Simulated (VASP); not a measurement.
MgO, 2 atoms in the cell. It takes space group Fm-3m (No. 225, cubic). The conventional cell has a = 4.309 Å, b = 4.309 Å, c = 4.309 Å, α = 90.00°, β = 90.00°, γ = 90.00°. Within 2.9 Å of Mg (site symmetry m-3m) lie 6 O at 2.15 Å. O (site symmetry m-3m) has 6 Mg at 2.15 Å within 2.9 Å.  This cell differs from its parent crystal: strain +2.5%.

- Program: VASP 6.6.1
- Task: single point
- Functional: r2SCAN
- Potentials or basis: VASP PAW PBE potentials, release 64 (Mg_sv, O)
- Cutoff: 660 eV
- k mesh: 10 × 10 × 10
- Occupations: gaussian, width 0.01 eV
- Spin: no spin polarisation
- Dipole correction: no
- Second run: valence_matched
- Further INCAR settings: ALGO = Normal; EDIFF = 1e-06; NBANDS = 15

Potentials or basis: VASP PAW PBE potentials, release 64 (Mg_sv, O).

The run is started by

```console
$ cat potpaw_PBE.64/Mg_sv/POTCAR potpaw_PBE.64/O/POTCAR > POTCAR
$ cp INCAR.step1 INCAR
$ mpirun -np 1 vasp_std > vasp.out
$ cp INCAR.step2 INCAR
$ mpirun -np 1 vasp_std > vasp.out
```

Hardware: 1 thread of Intel(R) Xeon(R) Platinum 8375C CPU @ 2.90GHz (Ice Lake), with other jobs on the host.

How long does it take, and how much memory?

Run time: 65 s on 1 thread of Intel(R) Xeon(R) Platinum 8375C CPU @ 2.90GHz (Ice Lake), on a shared host, peak memory 0.16 GiB. Counts: k points 47.
